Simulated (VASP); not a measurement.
The system is Ca3GeBiH4.

```
Ca Ge Bi H
1.0
     7.06886    0.00000    0.00000
    -3.53443    6.12181    0.00000
     0.00000    0.00000    5.27236
Ca Ge Bi H
3 1 1 4
Direct
  0.50000 0.00000 0.50000
  0.00000 0.50000 0.50000
  0.50000 0.50000 0.50000
  0.00000 0.00000 0.00000
  0.00000 0.00000 0.50000
  0.33333 0.66667 0.50000
  0.66667 0.33333 0.50000
  0.33333 0.66667 0.00000
  0.66667 0.33333 0.00000
```

The cell was generated, and may not be a known phase.

- Program: VASP 6.6.1
- Task: relaxation of cell and atoms
- Functional: PBE
- Potentials or basis: VASP PAW PBE potentials, release 64 (Ca_sv, Ge_d, Bi_d, H)
- Cutoff: 600 eV
- k mesh: 6 × 6 × 8
- Occupations: gaussian, width 0.1 eV
- Spin: no spin polarisation

At the start: pressure -0.3 GPa; volume 25.35 Å³/atom.

Problem. Where does the relaxation end?

Solution. Over 4 steps the energy falls by 2.3 meV/atom and the volume is 25.11 Å³/atom (-1.0 %); space group P6/mmm (No. 191, to 0.1 Å) before and after.

Step by step:
```csv
step,energy change (eV),largest force (eV/Å),pressure (GPa),volume (Å³)
1,0.0000,0.0000,-0.26,228.16
2,-0.0177,0.0000,-0.17,226.78
3,-0.0210,0.0000,-0.06,226.06
4,-0.0210,0.0000,-0.03,225.95
```

Final structure:
```yaml
crystal:
  lattice:
    - [7.09415, 0.00000, 0.00000]
    - [-3.54707, 6.14371, 0.00000]
    - [0.00000, 0.00000, 5.18412]
  atoms:
    - { symbol: Ca, position: [0.50000, 0.00000, 0.50000] }
    - { symbol: Ca, position: [0.00000, 0.50000, 0.50000] }
    - { symbol: Ca, position: [0.50000, 0.50000, 0.50000] }
    - { symbol: Ge, position: [0.00000, 0.00000, 0.00000] }
    - { symbol: Bi, position: [0.00000, 0.00000, 0.50000] }
    - { symbol: H, position: [0.33333, 0.66667, 0.50000] }
    - { symbol: H, position: [0.66667, 0.33333, 0.50000] }
    - { symbol: H, position: [0.33333, 0.66667, 0.00000] }
    - { symbol: H, position: [0.66667, 0.33333, 0.00000] }
```

Caveat: an odd number of electrons without spin polarisation forces a metal; a magnetic or distorted state may lie lower.
